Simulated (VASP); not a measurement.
Set up this calculation in VASP 6.6.1, as the native input.

```
Task                   : single point
Functional             : PBE
Potentials or basis    : VASP PAW PBE potentials, release 64 (Ba_sv, Ti_sv, O_h)
Cutoff                 : 910 eV
k mesh                 : 8 × 8 × 8
Occupations            : fermi-dirac, width 0.02 eV
Spin                   : no spin polarisation
Dipole correction      : no
Further INCAR settings : ALGO = Normal; EDIFF = 1e-06; NBANDS = 28
```

The structure of BaTiO3 lies in POSCAR:

```
BaTiO3
1.0
    2.7894507181      1.6104901230      2.2864074699
   -2.7894507181      1.6104901230      2.2864074699
    0.0000000000     -3.2209802460      2.2864074699
Ba Ti O
1 1 3
Direct
    0.0007364890      0.0007364890      0.0007364890
    0.4930616900      0.4930616900      0.4930616900
    0.5083215773      0.5083215773      0.0108586664
    0.0108586664      0.5083215773      0.5083215773
    0.5083215773      0.0108586664      0.5083215773
```

These files were run (other wordings do the same):

INCAR

```
ALGO = Normal ; EDIFF = 1E-6
ENCUT = 910 ; GGA = PE
GGA_COMPAT = F ; ISIF = 2
ISMEAR = -1 ; LASPH = T
LCHARG = F ; LREAL = F
LWAVE = F ; NBANDS = 28
NELM = 120 ; PREC = Accurate
SIGMA = 0.02
```

KPOINTS

```
k-points
0
Gamma
  8 8 8
```

Potentials or basis: VASP PAW PBE potentials, release 64 (Ba_sv, Ti_sv, O_h).

Launch:

```sh
$ cat potpaw_PBE.64/Ba_sv/POTCAR potpaw_PBE.64/Ti_sv/POTCAR potpaw_PBE.64/O_h/POTCAR > POTCAR
$ mpirun -np 1 vasp_std > vasp.out
```

Results of the run:

```yaml
Pressure: 12.3 GPa
Largest_force: 0.031 eV/Å
Band_gap_on_the_k_mesh: 2.06 eV (least direct gap 2.25 eV)
```

Caveat: the cutoff is under 1.25 times the usual one of these potentials, so pressure, stress and relaxed cells hold a basis-set (Pulay) error; the cell stands under pressure; spin-orbit coupling is left out, which moves the levels of the heavy elements.

It took 3.7 min on 1 thread of Intel(R) Xeon(R) Platinum 8375C CPU @ 2.90GHz (Ice Lake), on a shared host, peak memory 0.42 GiB.
